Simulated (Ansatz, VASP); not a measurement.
# C in VASP and in Ansatz

```
C
1.0
     1.23277   -2.19817    0.00000
     1.23277    2.19817    0.00000
     0.00000    0.00000    6.79898
C
4
Direct
  0.08331 0.91669 0.75000
  0.58331 0.41669 0.25000
  0.91669 0.08331 0.25000
  0.41669 0.58331 0.75000
```

Change from the starting cell: strain +0.0300 x Voigt [0, 1, 0, 0, 0, 0], atoms carried along.

Alike in both runs: task single point; functional PBE; dispersion D3(BJ); k mesh 22 × 22 × 8; occupations gaussian, width 0.15 eV; no spin polarisation.

|  | VASP | Ansatz |
| --- | --- | --- |
| version | VASP 6.6.1 | Ansatz 0.2.0 |
| potentials or method | VASP PAW PBE potentials, release 64 (C), cutoff 520 eV | scalar-relativistic, plane waves, PAW |
| valence electrons in the cell | 16 | 16 |

Ansatz gave:

```
gap on the k mesh at the Fermi level (eV)                     : none
pressure (GPa)                                                : -11.6
traceless stress, the component that is largest in VASP (GPa) : -18.21
rms of the force components (eV/Å)                            : 0.115
```

Problem. What did VASP give for the same quantities?

Solution. gap on the k mesh at the Fermi level (eV): none; pressure (GPa): -11.2; traceless stress, the component that is largest in VASP (GPa): -18.01; rms of the force components (eV/Å): 0.119.

Atom by atom the forces differ by 0.004 eV/Å (rms over components). A gap of «none» marks a metal or a gap that the smearing closes.
